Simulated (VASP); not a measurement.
# Cu3O2 (P-3m1) in VASP: further runs, part 2 of 2

VASP 6.6.1.

### 4 Single point, PBE, collinear spin

This run uses another cell than the first one, of 11.91 Å³/atom.

INCAR reads:

```
SYSTEM = Cu3O2
ALGO = Normal
EDIFF = 1E-6
ENCUT = 520
GGA = PE
ISIF = 2
ISMEAR = 0
ISPIN = 2
LASPH = .TRUE.
LCHARG = .FALSE.
LMAXMIX = 4
LORBIT = 11
LREAL = .FALSE.
LWAVE = .FALSE.
MAGMOM = 1 1 1 0 0
NBANDS = 34
NELM = 150
PREC = Accurate
SIGMA = 0.1
```

KPOINTS reads:

```
k-points
0
G
  6 6 4
  0 0 0
```

POSCAR reads:

```
Cu3O2
1.0
    3.5351057333      0.0000000000      0.0000000000
   -1.7675528666      3.0614913701      0.0000000000
    0.0000000000      0.0000000000      5.5000502906
Cu O
3 2
Direct
    0.0000000000      0.0000000000      0.0000000000
    0.3333333333      0.6666666667      0.6450000000
    0.6666666667      0.3333333333      0.3550000000
    0.3333333333      0.6666666667      0.2450000000
    0.6666666667      0.3333333333      0.7550000000
```

Potentials or basis: VASP PAW PBE potentials, release 64 (Cu, O).

Started as:

```console
$ cat potpaw_PBE.64/Cu/POTCAR potpaw_PBE.64/O/POTCAR > POTCAR
$ mpirun -np 1 vasp_std > vasp.out
```

OUTCAR:

```text
SYSTEM = Cu3O2
   EDIFF = 1E-6
   ENCUT = 520
   GGA = PE
   ISIF = 2
   ISMEAR = 0
   ISPIN = 2
   LASPH = .TRUE.
   LORBIT = 11
   LREAL = .FALSE.
   NELM = 150
   PREC = Accurate

 ion  position               nearest neighbor table
   1  0.000  0.000  0.000-
   2  0.333  0.667  0.645-   5 2.13   5 2.13   5 2.13   4 2.20   3 2.59   3 2.59   3 2.59
   3  0.667  0.333  0.355-   4 2.13   4 2.13   4 2.13   5 2.20   2 2.59   2 2.59   2 2.59
   4  0.333  0.667  0.245-   3 2.13   3 2.13   3 2.13   2 2.20
   5  0.667  0.333  0.755-   2 2.13   2 2.13   2 2.13   3 2.20

  LATTYP: Found a hexagonal cell.
 ALAT       =     3.5351057333
 C/A-ratio  =     1.5558375634

  Lattice vectors:

 A1 = (   3.5351057333,   0.0000000000,   0.0000000000)
 A2 = (  -1.7675528666,   3.0614913701,   0.0000000000)
 A3 = (   0.0000000000,   0.0000000000,   5.5000502906)

Analysis of symmetry for initial positions (statically):
=====================================================================
 Subroutine PRICEL returns:
 Original cell was already a primitive cell.

 Routine SETGRP: Setting up the symmetry group for a
 hexagonal supercell.

 Subroutine GETGRP returns: Found 12 space group operations
 (whereof 12 operations were pure point group operations)
 out of a pool of 24 trial point group operations.

The static configuration has the point symmetry D_3d.

Analysis of symmetry for dynamics (positions and initial velocities):
=====================================================================
 Subroutine PRICEL returns:
 Original cell was already a primitive cell.

 Routine SETGRP: Setting up the symmetry group for a
 hexagonal supercell.

 Subroutine GETGRP returns: Found 12 space group operations
 (whereof 12 operations were pure point group operations)
 out of a pool of 24 trial point group operations.

The dynamic configuration has the point symmetry D_3d.

Analysis of structural, dynamic, and magnetic symmetry:
=====================================================================
 Subroutine PRICEL returns:
[... 168 lines left out ...]
 Fermi energy:         4.5617997331

 spin component 1

 k-point     1 :       0.0000    0.0000    0.0000
  band No.  band energies     occupation
      1     -13.9141      1.00000
      2     -13.4267      1.00000
      3      -1.3246      1.00000
      4       0.0290      1.00000
      5       0.0290      1.00000
      6       0.1599      1.00000
[... 877 lines left out ...]
     33      18.6027      0.00000
     34      19.0013      0.00000
 Fermi energy:         4.5617997331

 spin component 2

 k-point     1 :       0.0000    0.0000    0.0000
  band No.  band energies     occupation
      1     -13.7589      1.00000
      2     -13.2586      1.00000
      3      -1.2342      1.00000
      4       0.1607      1.00000
      5       0.1607      1.00000
      6       0.3032      1.00000
[... 877 lines left out ...]
     33      18.6260      0.00000
     34      19.0342      0.00000

------------------------ aborting loop because EDIFF is reached ----------------------------------------

  FORCE on cell =-STRESS in cart. coord.  units (eV):
  Direction    XX          YY          ZZ          XY          YZ          ZX
  --------------------------------------------------------------------------------------
  -------------------------------------------------------------------------------------
  Total       -3.5331471     -3.5331471     -2.0162049     -0.0000000     -0.0000000      0.0000000
  in kB      -95.0977388    -95.0977388    -54.2679154     -0.0000000     -0.0000000      0.0000000
  external PRESSURE =     -81.4877976 kB  Pullay stress =       0.0000000 kB

 VOLUME and BASIS-vectors are now :
 -----------------------------------------------------------------------------
  energy-cutoff  :      520.00
  volume of cell :       59.53
      direct lattice vectors                 reciprocal lattice vectors
     3.535105733  0.000000000  0.000000000     0.282876970  0.163319095  0.000000000
    -1.767552867  3.061491370  0.000000000     0.000000000  0.326638190  0.000000000
     0.000000000  0.000000000  5.500050291     0.000000000  0.000000000  0.181816519

 POSITION                                       TOTAL-FORCE (eV/Angst)
 -----------------------------------------------------------------------------------
      0.00000      0.00000      0.00000        -0.000000      0.000000      0.000000
     -0.00000      2.04099      3.54753        -0.000000     -0.000000      0.586549
      1.76755      1.02050      1.95252         0.000000      0.000000     -0.586549
     -0.00000      2.04099      1.34751        -0.000000      0.000000     -0.078151
      1.76755      1.02050      4.15254         0.000000     -0.000000      0.078151
 -----------------------------------------------------------------------------------
    total drift:                                0.000000      0.000000      0.000000

  FREE ENERGIE OF THE ION-ELECTRON SYSTEM (eV)
  ---------------------------------------------------
  free  energy   TOTEN  =       -21.3883610061 eV

  energy  without entropy=      -21.3555624435  energy(sigma->0) =      -21.37196172

 total charge

# of ion       s       p       d       tot
------------------------------------------
    1        0.241   0.156   9.285   9.682
    2        0.313   0.282   9.242   9.837
    3        0.313   0.282   9.242   9.837
    4        1.583   3.266   0.000   4.849
    5        1.583   3.266   0.000   4.849
--------------------------------------------------
tot          4.031   7.253  27.768  39.053

 magnetization (x)

# of ion       s       p       d       tot
------------------------------------------
    1       -0.004  -0.002   0.122   0.117
    2       -0.003  -0.000   0.159   0.156
    3       -0.003  -0.000   0.159   0.156
    4        0.001   0.094   0.000   0.095
    5        0.001   0.094   0.000   0.095
--------------------------------------------------
tot         -0.008   0.187   0.440   0.619
```

stdout:

```text
POSCAR found type information on POSCAR CuO
 POSCAR found :  2 types and       5 ions
 scaLAPACK will be used
 LDA part: xc-table for (Slater+PW92), standard interpolation
 POSCAR, INCAR and KPOINTS ok, starting setup
 FFT: planning ... GRIDC
 FFT: planning ... GRID_SOFT
 FFT: planning ... GRID
 WAVECAR not read
 entering main loop
```

Wall time 1.8 min (1 thread of Intel Xeon Platinum 8259CL at 2.50GHz (Skylake/Cascade Lake), shared host); peak memory 0.24 GiB.

Results:

```yaml
Free_energy: -21.3884 eV
Pressure: -8.1 GPa
Largest_force: 0.587 eV/Å
Net_moment: 0.62 μB per cell
Site_moments: Cu +0.12, +0.16 (each value once); O +0.10 μB
Valence_electrons_inside_the_program's_atomic_spheres: Cu 9.68, 9.84 (each value once); O 4.85
```

Forces on the atoms (eV/Å):
```
Cu   0.000  0.000  0.000
Cu   0.000  0.000  0.587
Cu   0.000  0.000 -0.587
O    0.000  0.000 -0.078
O    0.000  0.000  0.078
```

Stress tensor (GPa, compression positive):
```
-9.51  0.00  0.00
 0.00 -9.51  0.00
 0.00  0.00 -5.43
```

Levels at points of the mesh, in eV from the Fermi level:
Spin up:
```
           k point  band 20  band 21  band 22  band 23  band 24  band 25  band 26  band 27
(0.00, 0.00, 0.00)    -0.27    -0.18    -0.18     0.12     0.12     2.57     5.14     9.76
(0.50, 0.00, 0.00)    -0.96    -0.75    -0.24    -0.03     3.07     3.85     5.50     6.92
(0.00, 0.00, 0.50)    -0.12    -0.12     0.18     0.18     0.76     1.11     6.54     9.15
(0.50, 0.00, 0.50)    -0.64    -0.49    -0.45    -0.38     2.84     3.44     5.59     5.62
```
Spin down:
```tsv
k point	band 20	band 21	band 22	band 23	band 24	band 25
(0.00, 0.00, 0.00)	-0.04	0.01	0.01	0.31	0.31	2.59
(0.50, 0.00, 0.00)	-0.83	-0.64	-0.06	0.17	3.12	3.92
(0.00, 0.00, 0.50)	0.08	0.08	0.38	0.38	0.84	1.24
(0.50, 0.00, 0.50)	-0.50	-0.32	-0.23	-0.20	2.89	3.46
```

Caveat: the cell stands under tension.

### 5 Relaxation of cell and atoms, PBE

This run uses another cell than the first one, of 10.27 Å³/atom.

INCAR reads:

```
SYSTEM = Cu3O2
PREC = Accurate
ENCUT = 600
EDIFF = 1E-7
ISMEAR = 0
SIGMA = 0.1
LREAL = .False.
LASPH = .True.
NELM = 100
ALGO = Normal
ISIF = 3
LWAVE = .False.
LCHARG = .False.
GGA = PE
IBRION = 2
NSW = 100
EDIFFG = -0.01
```

KPOINTS reads:

```
Automatic mesh
0
Gamma
  12 12 6
  0 0 0
```

POSCAR reads:

```
Cu3O2
1.0
    2.8880854871      0.0000000000      0.0000000000
   -1.4440427436      2.5011554002      0.0000000000
    0.0000000000      0.0000000000      7.1106820985
Cu O
3 2
Direct
    0.0000000000      0.0000000000      0.0000000000
    0.3333333333      0.6666666667      0.6350840024
    0.6666666667      0.3333333333      0.3649159976
    0.3333333333      0.6666666667      0.1745107382
    0.6666666667      0.3333333333      0.8254892618
```

Potentials or basis: VASP PAW PBE potentials, release 64 (Cu, O).

Started as:

```console
$ cat potpaw_PBE.64/Cu/POTCAR potpaw_PBE.64/O/POTCAR > POTCAR
$ mpirun -np 1 vasp_std > vasp.out
```

OUTCAR:

```text
SYSTEM = Cu3O2
   PREC = Accurate
   ENCUT = 600
   EDIFF = 1E-7
   ISMEAR = 0
   LREAL = .False.
   LASPH = .True.
   NELM = 100
   ISIF = 3
   GGA = PE
   IBRION = 2
   NSW = 100
   EDIFFG = -0.01

 ion  position               nearest neighbor table
   1  0.000  0.000  0.000-   4 2.08   5 2.08   5 2.08   4 2.08   5 2.08   4 2.08
   2  0.333  0.667  0.635-   5 2.15   5 2.15   5 2.15   3 2.54   3 2.54   3 2.54
   3  0.667  0.333  0.365-   4 2.15   4 2.15   4 2.15   2 2.54   2 2.54   2 2.54
   4  0.333  0.667  0.175-   1 2.08   1 2.08   1 2.08   3 2.15   3 2.15   3 2.15
   5  0.667  0.333  0.825-   1 2.08   1 2.08   1 2.08   2 2.15   2 2.15   2 2.15

  LATTYP: Found a hexagonal cell.
 ALAT       =     2.8880854871
 C/A-ratio  =     2.4620746617

  Lattice vectors:

 A1 = (   2.8880854871,   0.0000000000,   0.0000000000)
 A2 = (  -1.4440427436,   2.5011554002,   0.0000000000)
 A3 = (   0.0000000000,   0.0000000000,   7.1106820985)

Analysis of symmetry for initial positions (statically):
=====================================================================
 Subroutine PRICEL returns:
[... 178 lines left out ...]

  energy without entropy =      -22.34322043  energy(sigma->0) =      -22.35454852

------------------------ aborting loop because EDIFF is reached ----------------------------------------

  FORCE on cell =-STRESS in cart. coord.  units (eV):
  Direction    XX          YY          ZZ          XY          YZ          ZX
  --------------------------------------------------------------------------------------
  -------------------------------------------------------------------------------------
  Total        0.2458732      0.2458732     -0.0442401     -0.0000000      0.0000000      0.0000000
  in kB        7.6693710      7.6693710     -1.3799547     -0.0000000      0.0000000      0.0000000
  external PRESSURE =       4.6529291 kB  Pullay stress =       0.0000000 kB
[... 260 lines left out ...]
--------------------------------------- Ionic step        8  -------------------------------------------

 number of electron      45.0000001 magnetization

 Free energy of the ion-electron system (eV)
  ---------------------------------------------------
  ext. energy  EPLUGINS =         0.00000000
  ---------------------------------------------------
  free energy    TOTEN  =       -22.36774155 eV

  energy without entropy =      -22.34578558  energy(sigma->0) =      -22.35676357

 E-fermi :   6.0438     XC(G=0): -12.2774

 val. band max:        6.0414807816   @ k =   0.3333   0.2500   0.3333
 cond. band min:       6.0439115195   @ k =   0.3333   0.2500   0.1667
 fundamental gap:      0.0024307380
 Fermi energy:         6.0437840693

 k-point     1 :       0.0000    0.0000    0.0000
  band No.  band energies     occupation
      1     -13.3469      2.00000
      2     -12.6513      2.00000
      3      -1.6964      2.00000
      4       1.0793      2.00000
      5       1.6405      2.00000
      6       1.6405      2.00000
[... 709 lines left out ...]
     26      12.1243      0.00000
     27      15.7851      0.00000

 [... further k-points ...]
[... 5 lines left out ...]
  --------------------------------------------------------------------------------------
  -------------------------------------------------------------------------------------
  Total        0.0002734      0.0002734      0.0006755     -0.0000000     -0.0000000      0.0000000
  in kB        0.0084862      0.0084862      0.0209630     -0.0000000     -0.0000000      0.0000000
  external PRESSURE =       0.0126452 kB  Pullay stress =       0.0000000 kB
[... 20 lines left out ...]
  FREE ENERGIE OF THE ION-ELECTRON SYSTEM (eV)
  ---------------------------------------------------
  free  energy   TOTEN  =       -22.3677415531 eV

  energy  without entropy=      -22.3457855799  energy(sigma->0) =      -22.35676357

 reached required accuracy - stopping structural energy minimisation
```

CONTCAR:

```text
Cu3O2
   1.00000000000000
     2.9040692658248450   -0.0000000000003197    0.0000000000000000
    -1.4520346329629763    2.5149977586255119   -0.0000000000000000
     0.0000000000000000    0.0000000000000000    7.0684121379751570
  Cu              O
     3     2
Direct
     0.0000000000000000    0.0000000000000000    0.0000000000000000
     0.3333333332999970    0.6666666667000030    0.6360445823650090
     0.6666666667000030    0.3333333332999970    0.3639554176349911
     0.3333333332999970    0.6666666667000030    0.1747540720491652
     0.6666666667000030    0.3333333332999970    0.8252459279508347

  0.00000000E+00  0.00000000E+00  0.00000000E+00
  0.00000000E+00  0.00000000E+00  0.00000000E+00
  0.00000000E+00  0.00000000E+00  0.00000000E+00
  0.00000000E+00  0.00000000E+00  0.00000000E+00
  0.00000000E+00  0.00000000E+00  0.00000000E+00
```

It took 12 min on 1 thread of Intel Xeon Platinum 8259CL at 2.50GHz (Skylake/Cascade Lake), shared host; peak memory 0.29 GiB.

Results:

```yaml
Free_energy: -22.3677 eV
Relaxed_volume: 10.33 Å³/atom
Relaxed_cell: a = 2.904 Å, b = 2.904 Å, c = 7.068 Å, α = 90.00°, β = 90.00°, γ = 120.00°
Space_group_after_relaxing_to_0.1_Å: P-3m1 (No. 164)
Energy_gained_by_relaxing: 0.4 meV/atom
Ionic_steps: 8
Pressure_after_relaxing: 0.0 GPa
Band_gap_on_the_k_mesh: zero (an odd number of electrons rules out a gap without spin polarisation)
```

Forces on the atoms (eV/Å):
```
Cu   0.000  0.000  0.000
Cu   0.000  0.000  0.000
Cu   0.000  0.000  0.000
O    0.000  0.000  0.002
O    0.000  0.000 -0.002
```

Step by step:
```tsv
step	energy change (eV)	largest force (eV/Å)	pressure (GPa)	volume (Å³)
1	0.0000	0.0530	0.47	51.36
2	-0.0010	0.0396	-0.08	51.59
3	-0.0011	0.0285	-0.59	51.79
4	-0.0011	0.0323	-0.44	51.72
5	-0.0018	0.0041	-0.16	51.67
6	-0.0018	0.0194	-0.01	51.64
7	-0.0019	0.0104	-0.01	51.63
8	-0.0019	0.0025	0.00	51.63
```

Final structure:
```
Cu O
1.0
     2.90407    0.00000    0.00000
    -1.45203    2.51500    0.00000
     0.00000    0.00000    7.06841
Cu O
3 2
Direct
  0.00000 0.00000 0.00000
  0.33333 0.66667 0.63604
  0.66667 0.33333 0.36396
  0.33333 0.66667 0.17475
  0.66667 0.33333 0.82525
```

Levels at points of the mesh, in eV from the Fermi level:
| k point | band 19 | band 20 | band 21 | band 22 | band 23 | band 24 | band 25 | band 26 |
| --- | --- | --- | --- | --- | --- | --- | --- | --- |
| (0.00, 0.00, 0.00) | -1.57 | -1.54 | -0.88 | -0.88 | 0.38 | 0.38 | 4.04 | 4.20 |
| (0.50, 0.00, 0.00) | -1.25 | -1.24 | -1.04 | -0.48 | 0.38 | 2.49 | 3.12 | 6.89 |
| (0.00, 0.00, 0.50) | -1.46 | -1.46 | -0.69 | -0.69 | 0.33 | 0.33 | 2.16 | 6.20 |
| (0.50, 0.00, 0.50) | -1.31 | -1.24 | -0.72 | -0.16 | 0.11 | 2.41 | 2.72 | 7.38 |

Caveat: an odd number of electrons without spin polarisation forces a metal; a magnetic or distorted state may lie lower. With open d or f shells a metallic result of PBE can be an artefact of self-interaction; +U or a hybrid may open a gap.

### 6 Summary

```csv
task,spin,cell,k mesh,cutoff (eV),gap on the mesh (eV),pressure (GPa),moment (μB),largest force (eV/Å)
single point,off,"a = 2.899, b = 2.899, c = 7.080 Å, angles 90.0, 90.0, 120.0°, 5 atoms, atomic positions A",12 × 12 × 6,520,none,0.3,-,0.03
single point,collinear,"a = 2.888, b = 2.888, c = 7.111 Å, angles 90.0, 90.0, 120.0°, 5 atoms, atomic positions A",6 × 6 × 4,520,none,0.4,0.00,0.02
single point,collinear,"a = 3.535, b = 3.535, c = 5.500 Å, angles 90.0, 90.0, 120.0°, 5 atoms, atomic positions B",6 × 6 × 4,520,none,-8.1,0.62,0.59
relaxation of cell and atoms,off,"relaxed from a = 2.888, b = 2.888, c = 7.111 Å, angles 90.0, 90.0, 120.0°, 5 atoms, atomic positions A",12 × 12 × 6,600,none,0.0,-,-
```

Alike in all rows: level PBE; potentials or basis VASP PAW PBE potentials, release 64 (Cu, O); smearing gaussian 0.1 eV.

Caveats: some runs use coarse meshes; an odd number of electrons without spin polarisation forces a metal (at least some runs); a magnetic or distorted state may lie lower (at least some runs); the cell stands under tension (at least some runs).

Absolute energies hang on the potentials; compare differences alone.
